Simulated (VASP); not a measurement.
A run of VASP 6.6.1 is set up as follows.

Contents of INCAR:

```
PREC = Accurate ; ENCUT = 520
EDIFF = 1E-6 ; ISMEAR = -1
SIGMA = 0.05 ; LREAL = False
LASPH = True ; NELM = 60
ALGO = Fast ; ISIF = 2
LWAVE = False ; LCHARG = False
GGA = PS ; NBANDS = 21
```

KPOINTS

```
regular mesh
0
Gamma
  9 9 5
```

Contents of POSCAR:

```
Pb
1.0
    3.0982024693     -1.7846486746      0.0000000000
    3.0982024693      1.7846486746      0.0000000000
   -2.1569528306      0.0000000000      6.2147694303
Pb
2
Direct
    0.9085084100      0.9085084100      0.7262922000
    0.0914915900      0.0914915900      0.2737078000
```

Potentials or basis: VASP PAW PBE potentials, release 64 (Pb_d).

Launch:

```console
$ cat potpaw_PBE.64/Pb_d/POTCAR > POTCAR
$ mpirun -np 1 vasp_std > vasp.out
```

Question: Estimate the band gap on the k mesh.

Answer: Zero (band 14 reaches 11.60 eV, above the bottom of band 15 at 4.43 eV).

Question: What does it give for the pressure?

Answer: -3.7 GPa.

Question: Predict the largest force.

Answer: 0.226 eV/Å.

Forces on the atoms (eV/Å):
```
Pb   0.024  0.000 -0.225
Pb  -0.024  0.000  0.225
```

Caveat: the PAW data sets were made with another functional, which shifts forces and pressure a little; spin-orbit coupling is left out, which moves the levels of the heavy elements.
